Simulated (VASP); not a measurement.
# Se (Fd-3m) in VASP: notebook

Se is run at these levels: PBE; tasks: single point.

Everything below comes from runs of VASP 6.6.1. Logs are shortened: lines on timing, memory, paths and dates and some standing lists are left out, and cuts for length are marked.

### Step 1. The cell of the first run

The structure is cubic, space group Fd-3m (No. 227). Conventional cell: a = 6.333 Å, b = 6.333 Å, c = 6.333 Å, α = 90.00°, β = 90.00°, γ = 90.00°. Within 3.6 Å of Se (site symmetry -43m) lie 4 Se at 2.74 Å.

This isn't the form of Se at room conditions, which is trigonal, of chains.

### Step 2. Single point, PBE

The input, INCAR:

```
ALGO = Normal
EDIFF = 1E-6
ENCUT = 520
GGA = PE
ISIF = 2
ISMEAR = -1
LASPH = T
LCHARG = F
LREAL = F
LWAVE = F
NBANDS = 13
NELM = 80
PREC = Accurate
SIGMA = 0.06122561905347299
```

The input, KPOINTS:

```
k-points
0
Gamma
  10 10 10
```

The input, POSCAR:

```
Se
1.0
    0.0000000000      3.1664636212      3.1664636212
    3.1664636212      0.0000000000      3.1664636212
    3.1664636212      3.1664636212      0.0000000000
Se
2
Direct
    0.0000000000      0.0000000000      0.0000000000
    0.2500000000      0.2500000000      0.2500000000
```

Potentials or basis: VASP PAW PBE potentials, release 64 (Se).

Started as:

```
$ cat potpaw_PBE.64/Se/POTCAR > POTCAR
$ mpirun -np 1 vasp_std > vasp.out
```

OUTCAR:

```text
EDIFF = 1E-6
   ENCUT = 520
   GGA = PE
   ISIF = 2
   ISMEAR = -1
   LASPH = T
   LREAL = F
   NELM = 80
   PREC = Accurate

 ion  position               nearest neighbor table
   1  0.000  0.000  0.000-   2 2.74   2 2.74   2 2.74   2 2.74
   2  0.250  0.250  0.250-   1 2.74   1 2.74   1 2.74   1 2.74

  LATTYP: Found a face centered cubic cell.
 ALAT       =     6.3329272424

  Lattice vectors:

 A1 = (   0.0000000000,   3.1664636212,   3.1664636212)
 A2 = (   3.1664636212,   0.0000000000,   3.1664636212)
 A3 = (   3.1664636212,   3.1664636212,   0.0000000000)

Analysis of symmetry for initial positions (statically):
=====================================================================
 Subroutine PRICEL returns:
 Original cell was already a primitive cell.

 Routine SETGRP: Setting up the symmetry group for a
 face centered cubic supercell.

 Subroutine GETGRP returns: Found 48 space group operations
 (whereof 24 operations were pure point group operations)
 out of a pool of 48 trial point group operations.

The static configuration has the point symmetry T_d .
 The point group associated with its full space group is O_h .

Analysis of symmetry for dynamics (positions and initial velocities):
=====================================================================
 Subroutine PRICEL returns:
 Original cell was already a primitive cell.

 Routine SETGRP: Setting up the symmetry group for a
 face centered cubic supercell.

 Subroutine GETGRP returns: Found 48 space group operations
 (whereof 24 operations were pure point group operations)
 out of a pool of 48 trial point group operations.

The dynamic configuration has the point symmetry T_d .
 The point group associated with its full space group is O_h .

 Subroutine INISYM returns: Found 48 space group operations
 (whereof 24 operations are pure point group operations),
 and found     1 'primitive' translations

----------------------------------------------------------------------------------------

                                     Primitive cell

  volume of cell :      63.4970

  direct lattice vectors                    reciprocal lattice vectors
     0.000000000  3.166463621  3.166463621    -0.157904862  0.157904862  0.157904862
     3.166463621  0.000000000  3.166463621     0.157904862 -0.157904862  0.157904862
[... 91 lines left out ...]
   ISIF   =      2    stress and relaxation
   ISYM   =      2    0-nonsym 1-usesym 2-fastsym
   POTIM  = 0.5000    time-step for ionic-motion
   TEBEG  =    0.0;   TEEND  =   0.0 temperature during run
   PSTRESS=    0.0 pullay stress
   NELECT =      12.0000    total number of electrons
   NUPDOWN=      -1.0000    fix difference up-down
   EMIN   =  10.00;   EMAX   =-10.00  energy-range for DOS
   EFERMI =   0.00;   METHOD = LEGACY
   ISMEAR =    -1;   SIGMA  =   0.06  broadening in eV -4-tet -1-fermi 0-gaus
   EFERMI_NEDOS =   21; number of points for ismear=-14 and -15
   IALGO  =     38    algorithm
   IMIX   =      4    mixing-type and parameters
     AMIX     =   0.40;   BMIX     =  1.00
     AMIX_MAG =   1.60;   BMIX_MAG =  1.00
  volume/ion in A,a.u.               =      31.75       214.25
  Fermi-wavevector in a.u.,A,eV,Ry     =   0.939473  1.775346 12.008619  0.882609
  Thomas-Fermi vector in A             =   2.066788
   LORBIT       =      0    0 simple, 1 ext, 2 COOP (PROOUT), +10 PAW based schemes
   GGA     = PE    functional components
   LHFCALC =     F    Hartree Fock is set to
   AEXX    =    0.0000 exact exchange contribution
   IVDW    =     0    specifies the selected vdW correction
   LEPSILON=     F    determine dielectric tensor
   LRPA    =     F    only Hartree local field effects (RPA)
 non-spin polarized calculation
  energy-cutoff  :      520.00
  volume of cell :       63.50
 maximum number of plane-waves:      1736
 NGX is ok and might be reduce to    36
   NGX = 17   NGY = 17   NGZ = 17

 number of electron      11.9999999 magnetization

 Free energy of the ion-electron system (eV)
  ---------------------------------------------------
  ext. energy  EPLUGINS =         0.00000000
  ---------------------------------------------------
  free energy    TOTEN  =        -6.00488107 eV

  energy without entropy =       -5.98286442  energy(sigma->0) =       -5.99387275

 E-fermi :   1.9980     XC(G=0):  -8.1487

 val. band max:        1.9939579688   @ k =  -0.4000   0.2000   0.1000
 cond. band min:       2.0227086512   @ k =   0.3000   0.0000   0.0000
 fundamental gap:      0.0287506824
 Fermi energy:         1.9980379292

 k-point     1 :       0.0000    0.0000    0.0000
  band No.  band energies     occupation
      1     -13.2276      2.00000
      2      -8.2560      2.00000
      3      -1.3773      2.00000
      4      -1.3773      2.00000
      5      -1.3773      2.00000
      6       1.2606      1.99999
      7       1.2606      1.99999
      8       1.2606      1.99999
      9       6.4190      0.00000
     10       9.6769      0.00000
     11       9.6769      0.00000
     12      11.5741      0.00000
     13      11.5741      0.00000
[... 354 lines left out ...]
  band No.  band energies     occupation
      1     -12.1870      2.00000
      2     -10.1473      2.00000
      3      -2.7149      2.00000
      4      -2.5827      2.00000
      5      -0.1378      2.00000
      6       0.4897      2.00000
      7       3.4575      0.00000
      8       3.4937      0.00000
      9       7.4256      0.00000
     10       9.1332      0.00000
     11      11.2313      0.00000
     12      12.4746      0.00000
     13      12.6056      0.00000

 [... further k-points ...]

------------------------ aborting loop because EDIFF is reached ----------------------------------------

  FORCE on cell =-STRESS in cart. coord.  units (eV):
  Direction    XX          YY          ZZ          XY          YZ          ZX
  --------------------------------------------------------------------------------------
  -------------------------------------------------------------------------------------
  Total       -0.0002827     -0.0002827     -0.0002827      0.0000000      0.0000000      0.0000000
  in kB       -0.0071328     -0.0071328     -0.0071328      0.0000000      0.0000000      0.0000000
  external PRESSURE =      -0.0071328 kB  Pullay stress =       0.0000000 kB

 VOLUME and BASIS-vectors are now :
 -----------------------------------------------------------------------------
  energy-cutoff  :      520.00
  volume of cell :       63.50
      direct lattice vectors                 reciprocal lattice vectors
     0.000000000  3.166463621  3.166463621    -0.157904862  0.157904862  0.157904862
     3.166463621  0.000000000  3.166463621     0.157904862 -0.157904862  0.157904862
     3.166463621  3.166463621  0.000000000     0.157904862  0.157904862 -0.157904862

 POSITION                                       TOTAL-FORCE (eV/Angst)
 -----------------------------------------------------------------------------------
      0.00000      0.00000      0.00000        -0.000000     -0.000000      0.000000
      1.58323      1.58323      1.58323         0.000000      0.000000     -0.000000
 -----------------------------------------------------------------------------------
    total drift:                                0.000000      0.000000     -0.000000

  FREE ENERGIE OF THE ION-ELECTRON SYSTEM (eV)
  ---------------------------------------------------
  free  energy   TOTEN  =        -6.0048810721 eV

  energy  without entropy=       -5.9828644200  energy(sigma->0) =       -5.99387275
```

stdout:

```text
POSCAR found type information on POSCAR Se
 POSCAR found :  1 types and       2 ions
 scaLAPACK will be used
 LDA part: xc-table for (Slater+PW92), standard interpolation
 POSCAR, INCAR and KPOINTS ok, starting setup
 FFT: planning ... GRIDC
 FFT: planning ... GRID_SOFT
 FFT: planning ... GRID
 WAVECAR not read
 entering main loop
```

Run time: 57 s. Hardware: 1 thread of Intel Xeon 8259CL, shared host; peak memory 0.21 GiB.

What came out:

```
Free energy            : -6.0049 eV
Pressure               : 0.0 GPa
Band gap on the k mesh : zero (bands 6 and 7 overlap by 1.05 eV)
```

### Step 3. Single point, PBE

This run uses another cell than the first one, of 32.38 Å³/atom.

INCAR is that of step 2.

KPOINTS is that of step 2.

The input, POSCAR:

```
Se
1.0
    0.0000000000      3.1874341901      3.1874341901
    3.1874341901      0.0000000000      3.1874341901
    3.1874341901      3.1874341901      0.0000000000
Se
2
Direct
    0.0000000000      0.0000000000      0.0000000000
    0.2500000000      0.2500000000      0.2500000000
```

Potentials or basis: VASP PAW PBE potentials, release 64 (Se).

Started as:

```
$ cat potpaw_PBE.64/Se/POTCAR > POTCAR
$ mpirun -np 1 vasp_std > vasp.out
```

It took 59 s on 1 thread of Intel Xeon 8259CL, shared host; peak memory 0.21 GiB.

It converged, with:

```
Free energy            : -6.0019 eV
Pressure               : -0.7 GPa
Band gap on the k mesh : zero (bands 6 and 7 overlap by 1.03 eV)
```

Levels at points of the mesh, in eV from the Fermi level:
```csv
k point,band 3,band 4,band 5,band 6,band 7,band 8,band 9,band 10
"(0.00, 0.00, 0.00)",-3.30,-3.30,-3.30,-0.71,-0.71,-0.71,4.43,7.70
"(0.50, 0.00, 0.00)",-3.98,-3.97,-3.97,0.32,0.32,1.56,6.89,6.94
"(0.50, 0.50, 0.00)",-4.71,-4.71,-1.87,-1.87,2.06,2.06,6.23,6.23
```
